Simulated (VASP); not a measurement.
A run of VASP 6.6.1 is set up as follows.

POSCAR

```
NiO2
1.0
    2.7987818650      0.0000000000      0.0000000000
   -1.3993909325      2.4238161948      0.0000000000
    0.0000000000      0.0000000000      4.6182730000
Ni O
1 2
Direct
    0.0000000000      0.0000000000      0.5000000000
    0.6666666700      0.3333333300      0.7060390000
    0.3333333300      0.6666666700      0.2939610000
```

File INCAR.step1:

```
PREC = Accurate ; ENCUT = 770
ISMEAR = 0 ; SIGMA = 0.1
LREAL = False ; LASPH = True
NELM = 120 ; GGA = PE
ALGO = Normal ; EDIFF = 1E-5
LWAVE = True ; LCHARG = False
GGA_COMPAT = False ; IBRION = 2
ISIF = 3 ; EDIFFG = -0.005
NELMIN = 4 ; NSW = 100
```

Contents of INCAR.step2:

```
PREC = Accurate ; ENCUT = 770
EDIFF = 1E-7 ; ISMEAR = 0
SIGMA = 0.1 ; LREAL = False
LASPH = True ; NELM = 120
ALGO = Normal ; ISIF = 3
LWAVE = False ; LCHARG = False
METAGGA = R2SCAN ; LMIXTAU = True
IBRION = 2 ; NSW = 90
EDIFFG = -0.04 ; ISTART = 1
GGA_COMPAT = False ; NELMIN = 4
```

KPOINTS

```
Automatic mesh
0
Gamma
  6 6 4
```

Potentials or basis: VASP PAW PBE potentials, release 64 (Ni_sv_GW, O).

Command:

```sh
$ cat potpaw_PBE.64/Ni_sv_GW/POTCAR potpaw_PBE.64/O/POTCAR > POTCAR
$ cp INCAR.step1 INCAR
$ mpirun -np 1 vasp_std > vasp.out
$ cp INCAR.step2 INCAR
$ mpirun -np 1 vasp_std > vasp.out
```

(1) Estimate the space group after relaxing (to 0.1 Å).

(2) Predict the band gap on the k mesh.

(3) What does it give for the relaxed volume?

## Answers

(1) P-3m1 (No. 164).

(2) 1.53 eV (least direct gap 1.94 eV).

(3) 10.25 Å³/atom.

Caveat: the k points lie up to 0.43 Å⁻¹ apart in the final cell; the PAW data sets were made with another functional, which shifts forces and pressure a little; the run has no spin polarisation, though such a crystal can be magnetic.
